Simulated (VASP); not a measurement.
HfB:

```
Hf B
1.0
     0.00000    2.47000    2.47000
     2.47000    0.00000    2.47000
     2.47000    2.47000    0.00000
Hf B
1 1
Direct
  0.00000 0.00000 0.00000
  0.25000 0.25000 0.25000
```

| Item | Value |
| --- | --- |
| Program | VASP 6.6.1 |
| Task | relaxation of cell and atoms |
| Functional | PBE |
| Potentials or basis | VASP PAW PBE potentials, release 64 (Hf_pv, B) |
| Cutoff | 500 eV |
| k mesh | 7 × 7 × 7 |
| Occupations | fermi-dirac, width 0.1 eV |
| Spin | no spin polarisation |

At the start: pressure 26.0 GPa; volume 15.07 Å³/atom.

Question: How do energy, volume and symmetry change on relaxing?

Answer: Over 4 steps the energy falls by 208.9 meV/atom and the volume is 18.02 Å³/atom (+19.6 %); space group F-43m (No. 216, to 0.1 Å) before and after.

The path:
```csv
step,energy change (eV),largest force (eV/Å),pressure (GPa),volume (Å³)
1,0.0000,0.0000,25.95,30.14
2,-0.1608,0.0000,-12.10,42.09
3,-0.4177,0.0000,-0.29,36.17
4,-0.4178,0.0000,0.07,36.04
```

Final structure:
```
Hf B
1.0
     0.00000    2.62170    2.62170
     2.62170    0.00000    2.62170
     2.62170    2.62170    0.00000
Hf B
1 1
Direct
  0.00000 0.00000 0.00000
  0.25000 0.25000 0.25000
```

Caveat: the volume moved by over 15 % at a fixed basis, so the end points are rough.
